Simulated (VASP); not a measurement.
Set up this calculation in VASP 6.6.1, as the native input.

```yaml
Task: single point
Functional: PBE
Potentials_or_basis: VASP PAW PBE potentials, release 64 (La)
Cutoff: 520 eV
k_mesh: 8 × 8 × 8
Occupations: fermi-dirac, width 0.1 eV
Spin: no spin polarisation
Dipole_correction: no
Further_INCAR_settings: ALGO = Normal; EDIFF = 1e-07; NBANDS = 12
```

The structure of La lies in POSCAR:

```
La
1.0
    0.0000000000      2.5542021670      2.5542021670
    2.5542021670      0.0000000000      2.5542021670
    2.5542021670      2.5542021670      0.0000000000
La
1
Direct
    0.0000000000      0.0000000000      0.0000000000
```

One way to write it, as run:

INCAR

```
SYSTEM = La
PREC = Accurate ; ENCUT = 520
EDIFF = 1E-7 ; ISMEAR = -1
SIGMA = 0.1 ; LREAL = .False.
LASPH = .True. ; NELM = 80
ALGO = Normal ; ISIF = 2
LWAVE = .False. ; LCHARG = .False.
GGA = PE ; NBANDS = 12
```

KPOINTS

```
regular mesh
0
Gamma
  8 8 8
  0 0 0
```

Potentials or basis: VASP PAW PBE potentials, release 64 (La).

The run is started by

```bash
$ cat potpaw_PBE.64/La/POTCAR > POTCAR
$ mpirun -np 1 vasp_std > vasp.out
```

It gave:

The pressure is 2.7 GPa.

Run time: 11 s on 1 thread of Intel(R) Xeon(R) Platinum 8559C (Emerald Rapids) (shared host), peak memory 0.17 GiB.
